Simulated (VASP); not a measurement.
# InGaN (P6mm) in VASP: single point with PBE

Aim: the single point of InGaN with PBE.

Everything below comes from runs of VASP 6.6.1. Logs are shortened: lines on timing, memory, paths and dates and some standing lists are left out, and cuts for length are marked.

## Step 1: The cell of the first run

Symmetry: P6mm, No. 183, hexagonal system. The conventional cell has a = 3.737 Å, b = 3.737 Å, c = 6.204 Å, α = 90.00°, β = 90.00°, γ = 120.00°. Within 2.6 Å of In (site symmetry 6mm) lie 1 N at 1.94 Å and 1 Ga at 2.54 Å. Ga (site symmetry 6mm) has 1 N at 1.72 Å within 2.3 Å. Within 2.3 Å of N (site symmetry 6mm) lie 1 Ga at 1.72 Å and 1 In at 1.94 Å.

## Step 2: Single point, PBE

Contents of POSCAR:

```
InGaN
1.0
    3.7371771316      0.0000000000      0.0000000000
   -1.8685885658      3.2364903344      0.0000000000
    0.0000000000      0.0000000000      6.2038826450
In Ga N
1 1 1
Direct
    0.0000000000      0.0000000000      0.0842822685
    0.0000000000      0.0000000000      0.6744699586
    0.0000000000      0.0000000000      0.3975018729
```

Contents of INCAR.step1:

```
SYSTEM = InGaN
PREC = Accurate
ENCUT = 520
EDIFF = 1E-6
ISMEAR = 0
SIGMA = 0.1
LREAL = .False.
LASPH = .True.
NELM = 100
ALGO = Normal
ISIF = 2
LWAVE = .False.
LCHARG = .True.
GGA = PE
NBANDS = 22
```

Contents of KPOINTS.step1:

```
regular mesh
0
Gamma
  12 12 8
  0 0 0
```

Contents of INCAR.step2:

```
SYSTEM = InGaN
PREC = Accurate
ENCUT = 520
EDIFF = 1E-6
ISMEAR = -5
SIGMA = 0.1
LREAL = .False.
LASPH = .True.
NELM = 100
ALGO = Normal
ISIF = 2
LWAVE = .False.
LCHARG = .False.
GGA = PE
LORBIT = 11
NBANDS = 22
NEDOS = 2001
ICHARG = 11
```

Contents of KPOINTS.step2:

```
regular mesh
0
Gamma
  18 18 12
  0 0 0
```

Potentials or basis: VASP PAW PBE potentials, release 64 (In_d, Ga_d, N).

Launch:

```
$ cat potpaw_PBE.64/In_d/POTCAR potpaw_PBE.64/Ga_d/POTCAR potpaw_PBE.64/N/POTCAR > POTCAR
$ cp INCAR.step1 INCAR
$ cp KPOINTS.step1 KPOINTS
$ mpirun -np 1 vasp_std > vasp.out
$ cp INCAR.step2 INCAR
$ cp KPOINTS.step2 KPOINTS
$ mpirun -np 1 vasp_std > vasp.out
```

OUTCAR:

```text
SYSTEM = InGaN
   PREC = Accurate
   ENCUT = 520
   EDIFF = 1E-6
   ISMEAR = -5
   LREAL = .False.
   LASPH = .True.
   NELM = 100
   ISIF = 2
   GGA = PE
   LORBIT = 11
   ICHARG = 11

 ion  position               nearest neighbor table
   1  0.000  0.000  0.084-   3 1.94   2 2.54
   2  0.000  0.000  0.674-   3 1.72   1 2.54
   3  0.000  0.000  0.398-   2 1.72   1 1.94

  LATTYP: Found a hexagonal cell.
 ALAT       =     3.7371771316
 C/A-ratio  =     1.6600451160

  Lattice vectors:

 A1 = (   3.7371771316,   0.0000000000,   0.0000000000)
 A2 = (  -1.8685885658,   3.2364903344,   0.0000000000)
 A3 = (   0.0000000000,   0.0000000000,   6.2038826450)

Analysis of symmetry for initial positions (statically):
=====================================================================
 Subroutine PRICEL returns:
 Original cell was already a primitive cell.

 Routine SETGRP: Setting up the symmetry group for a
 hexagonal supercell.

 Subroutine GETGRP returns: Found 12 space group operations
 (whereof 12 operations were pure point group operations)
 out of a pool of 24 trial point group operations.

The static configuration has the point symmetry C_6v.

Analysis of symmetry for dynamics (positions and initial velocities):
=====================================================================
 Subroutine PRICEL returns:
 Original cell was already a primitive cell.

 Routine SETGRP: Setting up the symmetry group for a
 hexagonal supercell.

 Subroutine GETGRP returns: Found 12 space group operations
 (whereof 12 operations were pure point group operations)
 out of a pool of 24 trial point group operations.

The dynamic configuration has the point symmetry C_6v.

 Subroutine INISYM returns: Found 12 space group operations
 (whereof 12 operations are pure point group operations),
 and found     1 'primitive' translations

----------------------------------------------------------------------------------------

                                     Primitive cell

  volume of cell :      75.0381

  direct lattice vectors                    reciprocal lattice vectors
     3.737177132  0.000000000  0.000000000     0.267581644  0.154488334  0.000000000
    -1.868588566  3.236490334  0.000000000     0.000000000  0.308976668  0.000000000
     0.000000000  0.000000000  6.203882645     0.000000000  0.000000000  0.161189380

  length of vectors
[... 91 lines left out ...]
   NFREE  =      0    steps in history (QN), initial steepest desc. (CG)
   ISIF   =      2    stress and relaxation
   ISYM   =      2    0-nonsym 1-usesym 2-fastsym
   POTIM  = 0.5000    time-step for ionic-motion
   TEBEG  =    0.0;   TEEND  =   0.0 temperature during run
   PSTRESS=    0.0 pullay stress
   NELECT =      31.0000    total number of electrons
   NUPDOWN=      -1.0000    fix difference up-down
   EMIN   =  10.00;   EMAX   =-10.00  energy-range for DOS
   EFERMI =   0.00;   METHOD = LEGACY
   ISMEAR =    -5;   SIGMA  =   0.10  broadening in eV -4-tet -1-fermi 0-gaus
   EFERMI_NEDOS =   21; number of points for ismear=-14 and -15
   IALGO  =     38    algorithm
   IMIX   =      4    mixing-type and parameters
     AMIX     =   0.40;   BMIX     =  1.00
     AMIX_MAG =   1.60;   BMIX_MAG =  1.00
  volume/ion in A,a.u.               =      25.01       168.79
  Fermi-wavevector in a.u.,A,eV,Ry     =   1.219275  2.304095 20.226838  1.486631
  Thomas-Fermi vector in A             =   2.354532
   LORBIT       =     11    0 simple, 1 ext, 2 COOP (PROOUT), +10 PAW based schemes
   GGA     = PE    functional components
   LHFCALC =     F    Hartree Fock is set to
   AEXX    =    0.0000 exact exchange contribution
   IVDW    =     0    specifies the selected vdW correction
   LEPSILON=     F    determine dielectric tensor
   LRPA    =     F    only Hartree local field effects (RPA)
 non-spin polarized calculation
 Fermi weights with tetrahedron method with Bloechl corrections
  energy-cutoff  :      520.00
  volume of cell :       75.04
 maximum number of plane-waves:      2039
 NGX is ok and might be reduce to    28

 number of electron      30.9999986 magnetization

 Free energy of the ion-electron system (eV)
  ---------------------------------------------------
  ext. energy  EPLUGINS =         0.00000000
  ---------------------------------------------------
  free energy    TOTEN  =       -10.75008916 eV

  energy without entropy =      -10.75008916  energy(sigma->0) =      -10.75008916

 E-fermi :   2.7147     XC(G=0):  -8.7779

 val. band max:        2.7225758730   @ k =   0.2778   0.0000   0.3333
 cond. band min:       2.6498282776   @ k =   0.3333   0.3333   0.3333
 fundamental gap:     -0.0727475953
 Fermi energy:         2.7146778071

 k-point     1 :       0.0000    0.0000    0.0000
  band No.  band energies     occupation
      1     -13.4163      2.00000
      2     -12.0950      2.00000
      3     -12.0950      2.00000
      4     -12.0866      2.00000
      5     -12.0866      2.00000
      6     -12.0380      2.00000
[... 589 lines left out ...]
     21       9.3022      0.00000
     22      11.0348      0.00000

 [... further k-points ...]

------------------------ aborting loop because EDIFF is reached ----------------------------------------

  FORCE on cell =-STRESS in cart. coord.  units (eV):
  Direction    XX          YY          ZZ          XY          YZ          ZX
  --------------------------------------------------------------------------------------
  -------------------------------------------------------------------------------------
  Total        0.0996867      0.0996867     -0.1527957      0.0000000      0.0000000      0.0000000
  in kB        2.1284638      2.1284638     -3.2624221      0.0000000      0.0000000      0.0000000
  external PRESSURE =       0.3315018 kB  Pullay stress =       0.0000000 kB

 VOLUME and BASIS-vectors are now :
 -----------------------------------------------------------------------------
  energy-cutoff  :      520.00
  volume of cell :       75.04
      direct lattice vectors                 reciprocal lattice vectors
     3.737177132  0.000000000  0.000000000     0.267581644  0.154488334  0.000000000
    -1.868588566  3.236490334  0.000000000     0.000000000  0.308976668  0.000000000
     0.000000000  0.000000000  6.203882645     0.000000000  0.000000000  0.161189380

 POSITION                                       TOTAL-FORCE (eV/Angst)
 -----------------------------------------------------------------------------------
      0.00000      0.00000      0.52288        -0.000000     -0.000000      0.033689
      0.00000      0.00000      4.18433         0.000000      0.000000     -0.137400
      0.00000      0.00000      2.46605         0.000000      0.000000      0.103712
 -----------------------------------------------------------------------------------
    total drift:                                0.000000      0.000001     -0.000583

  FREE ENERGIE OF THE ION-ELECTRON SYSTEM (eV)
  ---------------------------------------------------
  free  energy   TOTEN  =       -10.7500891578 eV

  energy  without entropy=      -10.7500891578  energy(sigma->0) =      -10.75008916

 total charge

# of ion       s       p       d       tot
------------------------------------------
    1        0.875   0.683   9.884  11.442
    2        0.952   0.762  10.013  11.728
    3        1.264   2.384   0.000   3.647
--------------------------------------------------
tot          3.091   3.829  19.897  26.817
```

OUTCAR.step1:

```text
SYSTEM = InGaN
   PREC = Accurate
   ENCUT = 520
   EDIFF = 1E-6
   ISMEAR = 0
   LREAL = .False.
[... 827 lines left out ...]
      0.00000      0.00000      0.52288        -0.000000     -0.000000      0.016401
      0.00000      0.00000      4.18433        -0.000000     -0.000000     -0.109890
      0.00000      0.00000      2.46605         0.000000      0.000000      0.093489
 -----------------------------------------------------------------------------------
    total drift:                                0.000000      0.000001     -0.000295

  FREE ENERGIE OF THE ION-ELECTRON SYSTEM (eV)
  ---------------------------------------------------
  free  energy   TOTEN  =       -10.7538787980 eV

  energy  without entropy=      -10.7497494117  energy(sigma->0) =      -10.75181410
```

OSZICAR.step1:

```text
N       E                     dE             d eps       ncg     rms          rms(c)
DAV:   1     0.244841088695E+03    0.24484E+03   -0.14120E+04  4186   0.191E+03
DAV:   2     0.191916463760E+02   -0.22565E+03   -0.21294E+03  4484   0.433E+02
DAV:   3    -0.135235880948E+02   -0.32715E+02   -0.31770E+02  5160   0.149E+02
DAV:   4    -0.149649649051E+02   -0.14414E+01   -0.14372E+01  5088   0.335E+01
DAV:   5    -0.150078302901E+02   -0.42865E-01   -0.42847E-01  5250   0.542E+00    0.119E+01
DAV:   6    -0.113164383534E+02    0.36914E+01   -0.19141E+01  7608   0.508E+01    0.727E+00
DAV:   7    -0.108551980101E+02    0.46124E+00   -0.31061E+00  4534   0.148E+01    0.309E+00
DAV:   8    -0.107921550282E+02    0.63043E-01   -0.55289E-01  4894   0.605E+00    0.130E+00
DAV:   9    -0.107613898954E+02    0.30765E-01   -0.67685E-02  6398   0.281E+00    0.729E-01
DAV:  10    -0.107546805517E+02    0.67093E-02   -0.22042E-02  5884   0.159E+00    0.267E-01
DAV:  11    -0.107538675809E+02    0.81297E-03   -0.37866E-03  6898   0.904E-01    0.126E-01
DAV:  12    -0.107538927044E+02   -0.25124E-04   -0.59816E-04  4986   0.221E-01    0.555E-02
DAV:  13    -0.107538888038E+02    0.39006E-05   -0.25574E-04  6798   0.175E-01    0.381E-02
DAV:  14    -0.107538781226E+02    0.10681E-04   -0.46379E-05  5754   0.634E-02    0.138E-02
DAV:  15    -0.107538787980E+02   -0.67535E-06   -0.75114E-06  4924   0.185E-02
   1 F= -.10753879E+02 E0= -.10751814E+02  d E =-.412939E-02
```

Run time: 5 min. Hardware: 1 thread of Intel Xeon Platinum 8375C at 2.90GHz (Ice Lake), shared host; peak memory 0.53 GiB.

What came out:

```
Valence electrons inside the program's atomic spheres : In 11.44; Ga 11.73; N 3.65
```

Caveat: spin-orbit coupling is left out, which moves the levels of the heavy elements.
